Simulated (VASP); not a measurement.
Input of a VASP 6.6.1 run:

File INCAR:

```
SYSTEM = CeBr2
  PREC = Accurate
  ENCUT = 520
  EDIFF = 1E-6
  ISMEAR = 0
  SIGMA = 0.05
  LREAL = .False.
  LASPH = .True.
  NELM = 150
  ALGO = Normal
  ISIF = 2
  LWAVE = .False.
  LCHARG = .False.
  ISPIN = 2
  MAGMOM = 1.67 0 0
  LORBIT = 11
  LMAXMIX = 6
  GGA = PS
  NBANDS = 24
```

Contents of KPOINTS:

```
Automatic mesh
0
Gamma
  8 8 8
  0 0 0
```

POSCAR

```
CeBr2
1.0
    0.0000000000      3.5942783655      3.5942783655
    3.5942783655      0.0000000000      3.5942783655
    3.5942783655      3.5942783655      0.0000000000
Ce Br
1 2
Direct
    0.0000000000      0.0000000000      0.0000000000
    0.2500000000      0.2500000000      0.2500000000
    0.7500000000      0.7500000000      0.7500000000
```

Potentials or basis: VASP PAW PBE potentials, release 64 (Ce, Br).

Run with:

```sh
$ cat potpaw_PBE.64/Ce/POTCAR potpaw_PBE.64/Br/POTCAR > POTCAR
$ mpirun -np 1 vasp_std > vasp.out
```

**Question.** Predict the band gap on the k mesh.

**Answer.** Zero (filled and empty bands overlap).

**Question.** Estimate the site moments.

**Answer.** Ce +1.52; Br -0.00 μB.

**Question.** What does it give for the pressure?

**Answer.** -1.3 GPa.

**Question.** Estimate the net moment.

**Answer.** 2.00 μB per cell.

Caveat: the magnetic or orbital state may not be the lowest; the PAW data sets were made with another functional, which shifts forces and pressure a little; spin-orbit coupling is left out, which moves the levels of the heavy elements; semilocal functionals describe open f shells poorly, which spoils levels, moments and volumes. The state reached can hang on the start; a lower one may exist.
